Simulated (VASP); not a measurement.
A run of VASP 6.6.1:

The input INCAR:

```
SYSTEM = ScAl3
ALGO = Fast
EDIFF = 1E-6
ENCUT = 520
GGA = PE
ISIF = 2
ISMEAR = 0
LASPH = .TRUE.
LCHARG = .TRUE.
LELF = .TRUE.
LREAL = .FALSE.
LVHAR = .TRUE.
LWAVE = .FALSE.
NBANDS = 18
NELM = 60
PREC = Accurate
SIGMA = 0.15
```

Contents of KPOINTS:

```
k-points
0
G
  12 12 12
  0 0 0
```

POSCAR

```
ScAl3
1.0
    4.1053305968      0.0000000000      0.0000000000
    0.0000000000      4.1053305968      0.0000000000
    0.0000000000      0.0000000000      4.1053305968
Sc Al
1 3
Direct
    0.0000000000      0.0000000000      0.0000000000
    0.4741638305     -0.0258361695      0.5000000000
   -0.0258361695      0.4741638305      0.5000000000
    0.4741638305      0.4741638305      0.0000000000
```

Potentials or basis: VASP PAW PBE potentials, release 64 (Sc_sv, Al).

The run is started by

```console
$ cat potpaw_PBE.64/Sc_sv/POTCAR potpaw_PBE.64/Al/POTCAR > POTCAR
$ mpirun -np 1 vasp_std > vasp.out
```

Hardware: 1 thread of Intel(R) Xeon(R) Platinum 8488C (Sapphire Rapids) (shared host).

Problem. Estimate the wall time of this run.

Solution. Wall time 3.1 min on 1 thread of Intel(R) Xeon(R) Platinum 8488C (Sapphire Rapids), on a shared host, peak memory 0.45 GiB. Counts: scf iterations 17, k points 301.
